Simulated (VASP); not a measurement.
# CoSn3 (Pm-3m) in VASP: a series of runs, part 2 of 2

VASP 6.6.1. Earlier steps stand in the parts before.

## 4. Single point, PBEsol

This run uses another cell than the first one, of 23.39 Å³/atom.

Input file INCAR:

```
SYSTEM = CoSn3
ALGO     = Fast           ! electronic algorithm
EDIFF    = 1E-6           ! SCF threshold, eV
ENCUT    = 520            ! plane-wave cutoff, eV
GGA      = PS             ! functional
ISIF     = 2              ! what is computed and relaxed
ISMEAR   = 0              ! smearing method
LASPH    = .True.         ! aspherical terms in the spheres
LCHARG   = .True.         ! write CHGCAR
LELF     = .True.         ! ELF
LREAL    = .False.        ! projectors in reciprocal space
LVHAR    = .True.       
LWAVE    = .False.        ! write WAVECAR
NBANDS   = 34             ! bands
NELM     = 100            ! most SCF steps
PREC     = Accurate       ! precision mode
SIGMA    = 0.1            ! smearing width, eV
```

Input file KPOINTS:

```
k-points
0
Gamma
  10 10 10
  0 0 0
```

Input file POSCAR:

```
CoSn3
1.0
    4.5396214365      0.0000000000      0.0000000000
    0.0000000000      4.5396214365      0.0000000000
    0.0000000000      0.0000000000      4.5396214365
Sn Co
3 1
Direct
    0.0000000000      0.5000000000      0.5000000000
    0.5000000000      0.0000000000      0.5000000000
    0.5000000000      0.5000000000      0.0000000000
    0.0000000000      0.0000000000      0.0000000000
```

Potentials or basis: VASP PAW PBE potentials, release 64 (Sn_d, Co).

Started as:

```sh
$ cat potpaw_PBE.64/Sn_d/POTCAR potpaw_PBE.64/Co/POTCAR > POTCAR
$ mpirun -np 1 vasp_std > vasp.out
```

OUTCAR:

```text
SYSTEM = CoSn3
   EDIFF = 1E-6
   ENCUT = 520
   GGA = PS
   ISIF = 2
   ISMEAR = 0
   LASPH = .True.
   LREAL = .False.
   NELM = 100
   PREC = Accurate

 ion  position               nearest neighbor table
   1  0.000  0.500  0.500-   2 3.21   3 3.21   4 3.21   3 3.21   4 3.21   2 3.21   4 3.21   4 3.21
                             2 3.21   3 3.21   3 3.21   2 3.21
   2  0.500  0.000  0.500-   1 3.21   3 3.21   4 3.21   3 3.21   4 3.21   1 3.21   3 3.21   3 3.21
                             1 3.21   4 3.21   4 3.21   1 3.21
[... 1095 lines left out ...]
  --------------------------------------------------------------------------------------
  -------------------------------------------------------------------------------------
  Total       -3.9192202     -3.9192202     -3.9192202      0.0000000      0.0000000      0.0000000
  in kB      -67.1199053    -67.1199053    -67.1199053      0.0000000      0.0000000      0.0000000
  external PRESSURE =     -67.1199053 kB  Pullay stress =       0.0000000 kB

 VOLUME and BASIS-vectors are now :
 -----------------------------------------------------------------------------
  energy-cutoff  :      520.00
  volume of cell :       93.55
      direct lattice vectors                 reciprocal lattice vectors
     4.539621437  0.000000000  0.000000000     0.220282685  0.000000000  0.000000000
     0.000000000  4.539621437  0.000000000     0.000000000  0.220282685  0.000000000
     0.000000000  0.000000000  4.539621437     0.000000000  0.000000000  0.220282685

 POSITION                                       TOTAL-FORCE (eV/Angst)
 -----------------------------------------------------------------------------------
      0.00000      2.26981      2.26981         0.000000      0.000000      0.000000
      2.26981      0.00000      2.26981         0.000000      0.000000      0.000000
      2.26981      2.26981      0.00000         0.000000      0.000000      0.000000
      0.00000      0.00000      0.00000         0.000000      0.000000      0.000000
 -----------------------------------------------------------------------------------
    total drift:                                0.000000      0.000000      0.000000

  FREE ENERGIE OF THE ION-ELECTRON SYSTEM (eV)
  ---------------------------------------------------
  free  energy   TOTEN  =       -18.5011488615 eV

  energy  without entropy=      -18.4771002561  energy(sigma->0) =      -18.48912456
```

It took 1.9 min on 1 thread of AMD EPYC 9R45 (Zen 5), shared host; peak memory 0.27 GiB.

What came out:

| Quantity | Value |
| --- | --- |
| Free energy | -18.5011 eV |
| Pressure | -6.7 GPa |
| Band gap on the k mesh | zero (an odd number of electrons rules out a gap without spin polarisation) |

Levels at points of the mesh, in eV from the Fermi level:
| k point | band 21 | band 22 | band 23 | band 24 | band 25 | band 26 | band 27 | band 28 | band 29 | band 30 |
| --- | --- | --- | --- | --- | --- | --- | --- | --- | --- | --- |
| (0.00, 0.00, 0.00) | -3.09 | -0.54 | -0.54 | -0.54 | -0.14 | -0.14 | 0.24 | 3.01 | 3.01 | 3.01 |
| (0.50, 0.00, 0.00) | -1.45 | -0.62 | -0.53 | -0.14 | -0.14 | 0.21 | 0.27 | 0.27 | 0.83 | 1.99 |
| (0.50, 0.50, 0.00) | -1.26 | -0.67 | -0.44 | -0.40 | 0.23 | 0.26 | 1.13 | 1.13 | 1.89 | 1.89 |
| (0.50, 0.50, 0.50) | -3.80 | -3.80 | -0.87 | -0.35 | -0.35 | -0.14 | -0.14 | -0.14 | 6.94 | 6.94 |

Caveat: the cell stands under tension; the PAW data sets were made with another functional, which shifts forces and pressure a little; spin-orbit coupling is left out, which moves the levels of the heavy elements; the run has no spin polarisation, though such a crystal can be magnetic. Spin polarisation is off, so any magnetic state and its effect on volume and gap are missing.

## 5. Single point, PBEsol

This run uses another cell than the first one, of 25.09 Å³/atom.

Input file INCAR:

```
SYSTEM = CoSn3
PREC = Accurate ; ENCUT = 520
EDIFF = 1E-6 ; ISMEAR = 0
SIGMA = 0.1 ; LREAL = .FALSE.
LASPH = .TRUE. ; NELM = 100
ALGO = Fast ; ISIF = 2
LWAVE = .FALSE. ; LCHARG = .FALSE.
GGA = PS ; NBANDS = 34
```

Input file KPOINTS:

```
regular mesh
0
G
  10 10 10
  0 0 0
```

Input file POSCAR:

```
CoSn3
1.0
    4.6471077838      0.0000000000      0.0000000000
    0.0000000000      4.6471077838      0.0000000000
    0.0000000000      0.0000000000      4.6471077838
Sn Co
3 1
Direct
    0.0000000000      0.5000000000      0.5000000000
    0.5000000000      0.0000000000      0.5000000000
    0.5000000000      0.5000000000      0.0000000000
    0.0000000000      0.0000000000      0.0000000000
```

Started as:

```sh
$ cat potpaw_PBE.64/Sn_d/POTCAR potpaw_PBE.64/Co/POTCAR > POTCAR
$ mpirun -np 1 vasp_std > vasp.out
```

Wall time 2 min (1 thread of AMD EPYC 9R45 (Zen 5), shared host); peak memory 0.28 GiB.

It converged, with:

```yaml
Free_energy: -18.1606 eV
Pressure: -9.1 GPa
Band_gap_on_the_k_mesh: zero (an odd number of electrons rules out a gap without spin polarisation)
```

Levels at points of the mesh, in eV from the Fermi level:
```
           k point  band 23  band 24  band 25  band 26  band 27  band 28
(0.00, 0.00, 0.00)    -0.46    -0.46    -0.16    -0.16     0.27     2.87
(0.50, 0.00, 0.00)    -0.45    -0.05    -0.05     0.08     0.27     0.27
(0.50, 0.50, 0.00)    -0.36    -0.33     0.11     0.31     1.02     1.02
(0.50, 0.50, 0.50)    -0.78    -0.28    -0.28    -0.13    -0.13    -0.13
```

Caveat: the cell stands under tension; the PAW data sets were made with another functional, which shifts forces and pressure a little; spin-orbit coupling is left out, which moves the levels of the heavy elements; the run has no spin polarisation, though such a crystal can be magnetic. Spin polarisation is off, so any magnetic state and its effect on volume and gap are missing.

## 6. Summary

| cell | gap on the mesh (eV) | pressure (GPa) |
| --- | --- | --- |
| a = 4.398 Å, 4 atoms | none | -1.3 |
| a = 4.456 Å, 4 atoms | none | -3.8 |
| a = 4.540 Å, 4 atoms | none | -6.7 |
| a = 4.647 Å, 4 atoms | none | -9.1 |

Alike in all rows: task single point; level PBEsol; potentials or basis VASP PAW PBE potentials, release 64 (Sn_d, Co); no spin polarisation; k mesh 10 × 10 × 10; cutoff (eV) 520; smearing gaussian 0.1 eV.

Caveats: the PAW data sets were made with another functional, which shifts forces and pressure a little; spin-orbit coupling is left out, which moves the levels of the heavy elements; the run has no spin polarisation, though such a crystal can be magnetic; the cell stands under tension (at least some runs).

Total energies depend on the potentials used, so only differences within one code and one set of settings carry meaning.
